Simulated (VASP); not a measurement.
Here is a VASP 6.6.1 calculation.

INCAR

```
SYSTEM = HC6
PREC     = Accurate       ! precision mode
ENCUT    = 520            ! plane-wave cutoff, eV
EDIFF    = 1E-6           ! SCF threshold, eV
ISMEAR   = 0              ! smearing method
SIGMA    = 0.1            ! smearing width, eV
LREAL    = .FALSE.        ! projectors in reciprocal space
LASPH    = .TRUE.         ! aspherical terms in the spheres
NELM     = 100            ! most SCF steps
ALGO     = Normal         ! electronic algorithm
ISIF     = 2              ! what is computed and relaxed
LWAVE    = .FALSE.        ! write WAVECAR
LCHARG   = .TRUE.         ! write CHGCAR
LDIPOL   = .TRUE.       
IDIPOL   = 3            
DIPOL    = 0.5 0.5 0.309
LELF     = .TRUE.         ! ELF
LVHAR    = .TRUE.       
LVACPOTAV= .TRUE.       
NBANDS   = 38             ! bands
```

File KPOINTS:

```
regular mesh
0
G
  6 3 1
  0 0 0
```

Contents of POSCAR:

```
HC6
1.0
    4.8895256614      0.0000000000      0.0000000000
   -1.2223814153      8.7849592876      0.0000000000
    0.0000000000      0.0000000000     22.7474729025
C H
12 2
Direct
    0.0193612757      0.0774451030      0.1758437088
    0.5193612758      0.0774451030      0.1758437088
    0.2742015947      0.0968063788      0.2059542860
    0.7742015947      0.0968063788      0.2059542860
    0.2838822326      0.1355289303      0.2661754406
    0.7838822326      0.1355289303      0.2661754406
    0.0386279421      0.1545151615      0.2955067254
    0.5386279421      0.1545151615      0.2955067254
    0.0488684834      0.1954807970      0.3583587359
    0.5488684834      0.1954807970      0.3583587359
    0.3031723044      0.2126952264      0.3845470194
    0.8031723044      0.2126952264      0.3845470194
    0.0488684834      0.1532015300      0.4746669201
    0.0488684834      0.2377600640      0.4746669201
```

Potentials or basis: VASP PAW LDA potentials, release 64 (C, H).

The run is started by

```console
$ cat potpaw_LDA.64/C/POTCAR potpaw_LDA.64/H/POTCAR > POTCAR
$ mpirun -np 1 vasp_std > vasp.out
```

Q: What does it give for the band gap on the k mesh?

A: 0.05 eV (least direct gap 0.07 eV).

Q: Estimate the largest force.

A: 3.231 eV/Å.

Forces on the atoms (eV/Å):
```
C   -0.002  0.389  1.619
C    0.001  0.406  1.544
C    0.052 -0.797 -3.131
C   -0.052 -0.798 -3.130
C    0.142  0.341  1.378
C   -0.143  0.343  1.381
C    0.002  0.170  0.283
C   -0.001  0.023  0.013
C    0.000  0.151  0.483
C    0.001 -0.174 -0.799
C    0.481 -0.096  0.322
C   -0.476 -0.049  0.348
H    0.206 -0.907 -0.103
H   -0.213  0.998 -0.209
```
